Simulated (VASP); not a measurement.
# NbSi (Pm-3m) in VASP: further runs

Runs on NbSi. Level: PBE. Tasks: single point.

Everything below comes from runs of VASP 6.6.1. Logs are shortened: lines on timing, memory, paths and dates and some standing lists are left out, and cuts for length are marked.

## (1) The cell of the first run

Symmetry: Pm-3m, No. 221, cubic system. The conventional cell has a = 3.198 Å, b = 3.198 Å, c = 3.198 Å, α = 90.00°, β = 90.00°, γ = 90.00°. Nb (site symmetry m-3m) has 8 Si at 2.77 Å and 6 Nb at 3.20 Å within 3.7 Å. Si (site symmetry m-3m) has 8 Nb at 2.77 Å and 6 Si at 3.20 Å within 3.7 Å.

## (2) Single point, PBE

Contents of INCAR:

```
SYSTEM = NbSi
PREC = Accurate
ENCUT = 520
EDIFF = 1E-7
ISMEAR = -1
SIGMA = 0.05
LREAL = .FALSE.
LASPH = .TRUE.
NELM = 60
ALGO = Normal
ISIF = 2
LWAVE = .FALSE.
LCHARG = .FALSE.
GGA = PE
NBANDS = 16
```

Contents of KPOINTS:

```
Automatic mesh
0
G
  8 8 8
  0 0 0
```

Contents of POSCAR:

```
NbSi
1.0
    3.1979768686      0.0000000000      0.0000000000
    0.0000000000      3.1979768686      0.0000000000
    0.0000000000      0.0000000000      3.1979768686
Nb Si
1 1
Direct
    0.0000000000      0.0000000000      0.0000000000
    0.5000000000      0.5000000000      0.5000000000
```

Potentials or basis: VASP PAW PBE potentials, release 64 (Nb_sv, Si).

Launch:

```bash
$ cat potpaw_PBE.64/Nb_sv/POTCAR potpaw_PBE.64/Si/POTCAR > POTCAR
$ mpirun -np 1 vasp_std > vasp.out
```

OUTCAR:

```text
SYSTEM = NbSi
   PREC = Accurate
   ENCUT = 520
   EDIFF = 1E-7
   ISMEAR = -1
   LREAL = .FALSE.
   LASPH = .TRUE.
   NELM = 60
   ISIF = 2
   GGA = PE

 ion  position               nearest neighbor table
   1  0.000  0.000  0.000-   2 2.77   2 2.77   2 2.77   2 2.77   2 2.77   2 2.77   2 2.77   2 2.77

   2  0.500  0.500  0.500-   1 2.77   1 2.77   1 2.77   1 2.77   1 2.77   1 2.77   1 2.77   1 2.77

  LATTYP: Found a simple cubic cell.
 ALAT       =     3.1979768686

  Lattice vectors:

 A1 = (   3.1979768686,   0.0000000000,   0.0000000000)
 A2 = (   0.0000000000,   3.1979768686,   0.0000000000)
 A3 = (   0.0000000000,   0.0000000000,   3.1979768686)

Analysis of symmetry for initial positions (statically):
=====================================================================
 Subroutine PRICEL returns:
 Original cell was already a primitive cell.

 Routine SETGRP: Setting up the symmetry group for a
 simple cubic supercell.

 Subroutine GETGRP returns: Found 48 space group operations
 (whereof 48 operations were pure point group operations)
 out of a pool of 48 trial point group operations.

The static configuration has the point symmetry O_h .

Analysis of symmetry for dynamics (positions and initial velocities):
=====================================================================
 Subroutine PRICEL returns:
 Original cell was already a primitive cell.

 Routine SETGRP: Setting up the symmetry group for a
 simple cubic supercell.

 Subroutine GETGRP returns: Found 48 space group operations
 (whereof 48 operations were pure point group operations)
 out of a pool of 48 trial point group operations.

The dynamic configuration has the point symmetry O_h .

 Subroutine INISYM returns: Found 48 space group operations
 (whereof 48 operations are pure point group operations),
 and found     1 'primitive' translations

----------------------------------------------------------------------------------------

                                     Primitive cell

  volume of cell :      32.7059

  direct lattice vectors                    reciprocal lattice vectors
     3.197976869  0.000000000  0.000000000     0.312697696  0.000000000  0.000000000
     0.000000000  3.197976869  0.000000000     0.000000000  0.312697696  0.000000000
     0.000000000  0.000000000  3.197976869     0.000000000  0.000000000  0.312697696

  length of vectors
     3.197976869  3.197976869  3.197976869     0.312697696  0.312697696  0.312697696

  position of ions in fractional coordinates (direct lattice)
     0.000000000  0.000000000  0.000000000
     0.500000000  0.500000000  0.500000000

  ion indices of the primitive-cell ions
   primitive index   ion index
                 1           1
                 2           2

----------------------------------------------------------------------------------------

 KPOINTS: Automatic mesh

Automatic generation of k-mesh.
 Grid dimensions read from file:
 generate k-points for:    8    8    8

 Generating k-lattice:

  Cartesian coordinates                     Fractional coordinates (reciprocal lattice)
     0.039087212  0.000000000  0.000000000     0.125000000  0.000000000  0.000000000
     0.000000000  0.039087212  0.000000000     0.000000000  0.125000000  0.000000000
     0.000000000  0.000000000  0.039087212     0.000000000  0.000000000  0.125000000

  Length of vectors
     0.039087212  0.039087212  0.039087212

  Shift w.r.t. Gamma in fractional coordinates (k-lattice)
     0.000000000  0.000000000  0.000000000

 Subroutine IBZKPT returns following result:
 ===========================================

 Found     35 irreducible k-points:

 Following reciprocal coordinates:
            Coordinates               Weight
  0.000000  0.000000  0.000000      1.000000
  0.125000  0.000000  0.000000      6.000000
  0.250000  0.000000  0.000000      6.000000
  0.375000  0.000000  0.000000      6.000000
  0.500000  0.000000  0.000000      3.000000
  0.125000  0.125000  0.000000     12.000000
[... 16 lines left out ...]
  0.375000  0.375000  0.125000     24.000000
  0.500000  0.375000  0.125000     24.000000
 [... further k-points ...]
   k-points           NKPTS =     35   k-points in BZ     NKDIM =     35   number of bands    NBANDS=     16
   number of dos      NEDOS =    301   number of ions     NIONS =      2
   total plane-waves  NPLWV =  13824
   dimension x,y,z NGX =    24 NGY =   24 NGZ =   24
   dimension x,y,z NGXF=    48 NGYF=   48 NGZF=   48
   ions per type =               1   1
   NGX,Y,Z   is equivalent  to a cutoff of  12.48, 12.48, 12.48 a.u.
   NGXF,Y,Z  is equivalent  to a cutoff of  24.95, 24.95, 24.95 a.u.
 SYSTEM =  NbSi
   PREC   = accura    normal or accurate (medium, high low for compatibility)
   ISTART =      0    job   : 0-new  1-cont  2-samecut
   ICHARG =      2    charge: 1-file 2-atom 10-const
   ISPIN  =      1    spin polarized calculation?
   LNONCOLLINEAR =      F non collinear calculations
   LSORBIT =      F    spin-orbit coupling
   LASPH  =      T    aspherical Exc in radial PAW
   ENCUT  =  520.0 eV  38.22 Ry    6.18 a.u.   5.95  5.95  5.95*2*pi/ulx,y,z
   NELM   =     60;   NELMIN=  2; NELMDL= -5     # of ELM steps
   EDIFF  = 0.1E-06   stopping-criterion for ELM
   LREAL  =      F    real-space projection
   EDIFFG = 0.1E-05   stopping-criterion for IOM
   NSW    =      0    number of steps for IOM
   IBRION =     -1    ionic relax: 0-MD 1-quasi-New 2-CG
   NFREE  =      0    steps in history (QN), initial steepest desc. (CG)
   ISIF   =      2    stress and relaxation
   ISYM   =      2    0-nonsym 1-usesym 2-fastsym
   POTIM  = 0.5000    time-step for ionic-motion
   TEBEG  =    0.0;   TEEND  =   0.0 temperature during run
   PSTRESS=    0.0 pullay stress
   NELECT =      17.0000    total number of electrons
   NUPDOWN=      -1.0000    fix difference up-down
   EMIN   =  10.00;   EMAX   =-10.00  energy-range for DOS
   EFERMI =   0.00;   METHOD = LEGACY
   ISMEAR =    -1;   SIGMA  =   0.05  broadening in eV -4-tet -1-fermi 0-gaus
   EFERMI_NEDOS =   21; number of points for ismear=-14 and -15
   IALGO  =     38    algorithm
   IMIX   =      4    mixing-type and parameters
     AMIX     =   0.40;   BMIX     =  1.00
     AMIX_MAG =   1.60;   BMIX_MAG =  1.00
  volume/ion in A,a.u.               =      16.35       110.36
  Fermi-wavevector in a.u.,A,eV,Ry     =   1.316283  2.487414 23.573454  1.732600
  Thomas-Fermi vector in A             =   2.446406
   LORBIT       =      0    0 simple, 1 ext, 2 COOP (PROOUT), +10 PAW based schemes
   GGA     = PE    functional components
   LHFCALC =     F    Hartree Fock is set to
   AEXX    =    0.0000 exact exchange contribution
   IVDW    =     0    specifies the selected vdW correction
   LEPSILON=     F    determine dielectric tensor
   LRPA    =     F    only Hartree local field effects (RPA)
 non-spin polarized calculation
  energy-cutoff  :      520.00
  volume of cell :       32.71
 maximum number of plane-waves:       912
 NGX is ok and might be reduce to    24
   NGX = 11   NGY = 11   NGZ = 11

 number of electron      17.0000001 magnetization

 Free energy of the ion-electron system (eV)
  ---------------------------------------------------
  ext. energy  EPLUGINS =         0.00000000
  ---------------------------------------------------
  free energy    TOTEN  =       -15.99696844 eV

  energy without entropy =      -15.97576133  energy(sigma->0) =      -15.98636488

 E-fermi :  10.6055     XC(G=0): -11.8838

 val. band max:       10.6031435744   @ k =   0.2500   0.2500   0.0000
 cond. band min:      10.6186297551   @ k =   0.5000   0.2500   0.1250
 fundamental gap:      0.0154861807
 Fermi energy:        10.6054824833

 k-point     1 :       0.0000    0.0000    0.0000
  band No.  band energies     occupation
      1     -44.1059      2.00000
      2     -20.0230      2.00000
      3     -20.0230      2.00000
      4     -20.0230      2.00000
      5      -0.2324      2.00000
      6       8.1300      2.00000
[... 8 lines left out ...]
     15      20.5233      0.00000
     16      20.5233      0.00000

 k-point     2 :       0.1250    0.0000    0.0000
  band No.  band energies     occupation
      1     -44.1015      2.00000
      2     -20.0794      2.00000
      3     -20.0178      2.00000
      4     -20.0178      2.00000
      5       0.0249      2.00000
      6       7.9873      2.00000
[... 8 lines left out ...]
     15      19.9181      0.00000
     16      21.4472      0.00000

 k-point     3 :       0.2500    0.0000    0.0000
  band No.  band energies     occupation
      1     -44.0910      2.00000
      2     -20.2136      2.00000
      3     -20.0055      2.00000
      4     -20.0055      2.00000
      5       0.7573      2.00000
      6       7.1001      2.00000
[... 8 lines left out ...]
     15      20.1181      0.00000
     16      23.5158      0.00000

 k-point     4 :       0.3750    0.0000    0.0000
  band No.  band energies     occupation
      1     -44.0805      2.00000
      2     -20.3448      2.00000
      3     -19.9930      2.00000
      4     -19.9930      2.00000
      5       1.8412      2.00000
      6       5.5637      2.00000
[... 8 lines left out ...]
     15      19.9070      0.00000
     16      21.3081      0.00000

 k-point     5 :       0.5000    0.0000    0.0000
  band No.  band energies     occupation
      1     -44.0761      2.00000
      2     -20.3983      2.00000
      3     -19.9879      2.00000
      4     -19.9879      2.00000
      5       2.6926      2.00000
      6       4.5052      2.00000
[... 8 lines left out ...]
     15      19.4711      0.00000
     16      19.6045      0.00000

 k-point     6 :       0.1250    0.1250    0.0000
  band No.  band energies     occupation
      1     -44.0972      2.00000
      2     -20.0774      2.00000
      3     -20.0702      2.00000
      4     -20.0127      2.00000
      5       0.2712      2.00000
      6       8.0812      2.00000
[... 8 lines left out ...]
     15      21.0262      0.00000
     16      21.2444      0.00000

 k-point     7 :       0.2500    0.1250    0.0000
  band No.  band energies     occupation
      1     -44.0868      2.00000
      2     -20.2069      2.00000
      3     -20.0599      2.00000
      4     -20.0005      2.00000
      5       0.9678      2.00000
      6       7.2299      2.00000
[... 8 lines left out ...]
     15      21.0969      0.00000
     16      22.5835      0.00000

 k-point     8 :       0.3750    0.1250    0.0000
  band No.  band energies     occupation
      1     -44.0763      2.00000
      2     -20.3367      2.00000
      3     -20.0463      2.00000
      4     -19.9881      2.00000
      5       1.9770      2.00000
      6       5.7421      2.00000
[... 8 lines left out ...]
     15      20.2576      0.00000
     16      21.1699      0.00000

 k-point     9 :       0.5000    0.1250    0.0000
  band No.  band energies     occupation
      1     -44.0719      2.00000
      2     -20.3897      2.00000
      3     -20.0406      2.00000
      4     -19.9830      2.00000
      5       2.7143      2.00000
      6       4.8010      2.00000
[... 8 lines left out ...]
     15      18.4605      0.00000
     16      20.4906      0.00000
[... 172 lines left out ...]
 k-point    19 :       0.5000    0.1250    0.1250
  band No.  band energies     occupation
      1     -44.0678      2.00000
      2     -20.3813      2.00000
      3     -20.0378      2.00000
      4     -20.0329      2.00000
      5       2.7626      2.00000
      6       5.0756      2.00000
[... 8 lines left out ...]
     15      19.6651      0.00000
     16      19.8190      0.00000

 k-point    20 :       0.2500    0.2500    0.1250
  band No.  band energies     occupation
      1     -44.0723      2.00000
      2     -20.1903      2.00000
      3     -20.1767      2.00000
      4     -20.0412      2.00000
      5       1.7209      2.00000
      6       7.4487      2.00000
[... 8 lines left out ...]
     15      20.8304      0.00000
     16      22.5691      0.00000

 k-point    21 :       0.3750    0.2500    0.1250
  band No.  band energies     occupation
      1     -44.0620      2.00000
      2     -20.3096      2.00000
      3     -20.1667      2.00000
      4     -20.0280      2.00000
      5       2.4482      2.00000
      6       6.3980      2.00000
[... 8 lines left out ...]
     15      20.7547      0.00000
     16      21.1275      0.00000

 k-point    22 :       0.5000    0.2500    0.1250
  band No.  band energies     occupation
      1     -44.0577      2.00000
      2     -20.3610      2.00000
      3     -20.1600      2.00000
      4     -20.0226      2.00000
      5       2.8738      2.00000
      6       5.8078      2.00000
[... 8 lines left out ...]
     15      20.0331      0.00000
     16      21.0535      0.00000

 k-point    23 :       0.3750    0.3750    0.1250
  band No.  band energies     occupation
      1     -44.0518      2.00000
      2     -20.2934      2.00000
      3     -20.2868      2.00000
      4     -20.0152      2.00000
      5       2.8110      2.00000
      6       6.7467      2.00000
[... 8 lines left out ...]
     15      20.9451      0.00000
     16      22.6334      0.00000

 k-point    24 :       0.5000    0.3750    0.1250
  band No.  band energies     occupation
      1     -44.0475      2.00000
      2     -20.3405      2.00000
      3     -20.2821      2.00000
      4     -20.0099      2.00000
      5       2.9725      2.00000
      6       6.7461      2.00000
[... 8 lines left out ...]
     15      20.8999      0.00000
     16      22.0226      0.00000

 [... further k-points ...]

------------------------ aborting loop because EDIFF is reached ----------------------------------------

  FORCE on cell =-STRESS in cart. coord.  units (eV):
  Direction    XX          YY          ZZ          XY          YZ          ZX
  --------------------------------------------------------------------------------------
  -------------------------------------------------------------------------------------
  Total       -1.2946929     -1.2946929     -1.2946929     -0.0000000      0.0000000     -0.0000000
  in kB      -63.4236744    -63.4236744    -63.4236744     -0.0000000      0.0000000     -0.0000000
  external PRESSURE =     -63.4236744 kB  Pullay stress =       0.0000000 kB

 VOLUME and BASIS-vectors are now :
 -----------------------------------------------------------------------------
  energy-cutoff  :      520.00
  volume of cell :       32.71
      direct lattice vectors                 reciprocal lattice vectors
     3.197976869  0.000000000  0.000000000     0.312697696  0.000000000  0.000000000
     0.000000000  3.197976869  0.000000000     0.000000000  0.312697696  0.000000000
     0.000000000  0.000000000  3.197976869     0.000000000  0.000000000  0.312697696

 POSITION                                       TOTAL-FORCE (eV/Angst)
 -----------------------------------------------------------------------------------
      0.00000      0.00000      0.00000         0.000000      0.000000      0.000000
      1.59899      1.59899      1.59899         0.000000      0.000000      0.000000
 -----------------------------------------------------------------------------------
    total drift:                                0.000000      0.000000      0.000000

  FREE ENERGIE OF THE ION-ELECTRON SYSTEM (eV)
  ---------------------------------------------------
  free  energy   TOTEN  =       -15.9969684413 eV

  energy  without entropy=      -15.9757613281  energy(sigma->0) =      -15.98636488
```

Run time: 6 s. Hardware: 1 thread of Intel Xeon 6975P-C (Granite Rapids), shared host; peak memory 0.14 GiB.

Results:

```yaml
Free_energy: -15.9970 eV
Pressure: -6.3 GPa
```

## (3) Single point, PBE (volume scaled by 0.94)

Contents of INCAR:

```
PREC = Accurate
ENCUT = 520
EDIFF = 1E-6
ISMEAR = -1
SIGMA = 0.05
LREAL = False
LASPH = True
NELM = 80
ALGO = Normal
ISIF = 2
LWAVE = False
LCHARG = False
GGA = PE
NBANDS = 16
```

Contents of KPOINTS:

```
regular mesh
0
Gamma
  8 8 8
```

Contents of POSCAR:

```
NbSi
1.0
    3.0920047770      0.0000000000      0.0000000000
    0.0000000000      3.0920047770      0.0000000000
    0.0000000000      0.0000000000      3.0920047770
Nb Si
1 1
Direct
    0.0000000000      0.0000000000      0.0000000000
    0.5000000000      0.5000000000      0.5000000000
```

Potentials or basis: VASP PAW PBE potentials, release 64 (Nb_sv, Si).

Launch:

```bash
$ cat potpaw_PBE.64/Nb_sv/POTCAR potpaw_PBE.64/Si/POTCAR > POTCAR
$ mpirun -np 1 vasp_std > vasp.out
```

Run time: 9.5 s. Hardware: 1 thread of Intel Xeon Platinum 8259CL at 2.50GHz (Skylake/Cascade Lake), shared host; peak memory 0.14 GiB.

It converged, with:

| Item | Value |
| --- | --- |
| Free energy | -15.9598 eV |
| Pressure | 11.7 GPa |

Levels at points of the mesh, in eV from the Fermi level:
```
           k point  band 4  band 5  band 6  band 7  band 8  band 9  band 10  band 11  band 12  band 13
(0.00, 0.00, 0.00)  -30.37  -11.41   -2.90   -2.90    2.44    2.44     2.44     2.68     2.68     2.68
(0.50, 0.00, 0.00)  -30.32   -8.07   -6.56   -1.64   -1.15   -1.15     2.97     4.59     5.29     9.42
(0.50, 0.50, 0.00)  -30.27   -8.28   -2.93   -2.93   -2.31    0.30     0.30     4.56     4.97     5.14
(0.50, 0.50, 0.50)  -30.75   -5.43   -5.43   -5.43   -3.74    4.12     4.12     4.12     4.72     4.72
```
